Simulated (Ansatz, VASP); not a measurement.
# Two plane-wave programs on GaN

INCAR

```
SYSTEM = GaN
  PREC = Accurate
  ENCUT = 520
  EDIFF = 1E-6
  ISMEAR = 0
  SIGMA = 0.05
  LREAL = .FALSE.
  LASPH = .TRUE.
  NELM = 60
  ALGO = Normal
  ISIF = 2
  LWAVE = .FALSE.
  LCHARG = .TRUE.
  GGA = PE
  LELF = .TRUE.
  LVHAR = .TRUE.
  NBANDS = 16
```

KPOINTS

```
Automatic mesh
0
G
  10 10 10
  0 0 0
```

POSCAR

```
GaN
1.0
    0.0000000000      2.1408255771      2.1408255771
    2.1408255771      0.0000000000      2.1408255771
    2.1408255771      2.1408255771      0.0000000000
Ga N
1 1
Direct
    0.0000000000      0.0000000000      0.0000000000
    0.7500000000      0.7500000000      0.7500000000
```

Input for Ansatz:

```yaml
crystal:
  lattice:
    - [0.0, 2.1408255771, 2.1408255771]
    - [2.1408255771, 0.0, 2.1408255771]
    - [2.1408255771, 2.1408255771, 0.0]
  atoms:
    - { symbol: Ga, position: [0.0, 0.0, 0.0] }
    - { symbol: "N", position: [0.75, 0.75, 0.75] }
basis:
  ecutwfc: 420
kpoints:
  mp_grid: { grid: [10, 10, 10] }
hamiltonian:
  xc: pbe
scf:
  occupations: { method: gaussian, width: 0.05 }
output:
  forces: true
  stress: true
  eigenvalues: true
  write_density: true
  write_potential: true
  elf: true
  volumetric_format: npy
```

Change from the starting cell: strain -0.050 along x and y, -0.050 along z, atoms carried along.

Alike in both runs: task single point; functional PBE; k mesh 10 × 10 × 10; occupations gaussian, width 0.05 eV; no spin polarisation.

```csv
,VASP,Ansatz
version,VASP 6.6.1,Ansatz 0.2.0
potentials or method,"VASP PAW PBE potentials, release 64 (Ga_d, N), cutoff 520 eV","scalar-relativistic, plane waves, PAW"
valence electrons in the cell,18,18
```

Ansatz gave:

- gap on the k mesh at the Fermi level (eV): 2.70
- least direct gap on the mesh (eV): 2.70
- pressure (GPa): 46.4

Question: What did VASP give for the same quantities?

Answer: gap on the k mesh at the Fermi level (eV): 2.71; least direct gap on the mesh (eV): 2.71; pressure (GPa): 46.1.

Both programs put the cell under a high pressure, so it lies far from rest at this level. The functional is the same, so the differences come from potentials, cutoffs and numerics.
